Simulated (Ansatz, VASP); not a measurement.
Cl in VASP and in Ansatz

```
Cl
1.0
     5.51983    0.00000    0.00000
     0.00000    5.51983    0.00000
     0.00000    0.00000    5.51983
Cl
8
Direct
  0.50000 0.50000 0.50000
  0.00000 0.00000 0.00000
  0.25000 0.00000 0.50000
  0.50000 0.25000 0.00000
  0.50000 0.75000 0.00000
  0.75000 0.00000 0.50000
  0.00000 0.50000 0.75000
  0.00000 0.50000 0.25000
```

Alike in both runs: functional PBE; k mesh 8 × 8 × 8; occupations gaussian, width 0.1 eV; no spin polarisation.

Ansatz relaxed the structure, and its values are those at the end. VASP's run is a single point on that final structure, the one shown.

```csv
,VASP,Ansatz
version,VASP 6.6.1,Ansatz 0.2.0
potentials or method,"VASP PAW PBE potentials, release 64 (Cl), cutoff 520 eV","scalar-relativistic, plane waves, PAW"
valence electrons in the cell,56,56
```

```tsv
	VASP	Ansatz	Ansatz less VASP
gap on the k mesh at the Fermi level (eV)	none	none	-
pressure (GPa)	-0.1	0.0	+0.11
```

A gap of «none» marks a metal or a gap that the smearing closes.
